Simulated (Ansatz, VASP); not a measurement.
# One calculation of CoO, two programs

```
Co O
1.0
     1.50547    0.86918    2.43993
    -1.50547    0.86918    2.43993
     0.00000   -1.73837    2.43993
Co O
1 1
Direct
  0.00000 0.00000 0.00000
  0.50000 0.50000 0.50000
```

Alike in both runs: task single point; functional PBEsol; k mesh 18 × 18 × 18; occupations gaussian, width 0.1 eV; collinear spin.

```csv
,VASP,Ansatz
version,VASP 6.6.1,Ansatz 0.2.0
potentials or method,"VASP PAW PBE potentials, release 64 (Co, O), cutoff 520 eV","scalar-relativistic, plane waves, PAW"
valence electrons in the cell,15,23
```

|  | VASP | Ansatz | Ansatz less VASP |
| --- | --- | --- | --- |
| gap on the k mesh at the Fermi level (eV) | none | none | - |
| pressure (GPa) | -9.7 | -9.0 | +0.66 |
| traceless stress, the component that is largest in VASP (GPa) | -0.26 | -0.28 | -0.027 |
| net moment per atom (μB) | 1.47 | 1.48 | +0.013 |
| size of the moment on the site where the two differ most (μB) | 2.56 | 2.50 | -0.063 |

VASP's potentials were made for PBE, not for PBEsol. Site moments also hang on the region over which each program counts them. A gap of «none» marks a metal or a gap that the smearing closes. VASP's potentials hold 15 valence electrons a cell and Ansatz's 23, so a difference there can come from the potentials and not from the codes.
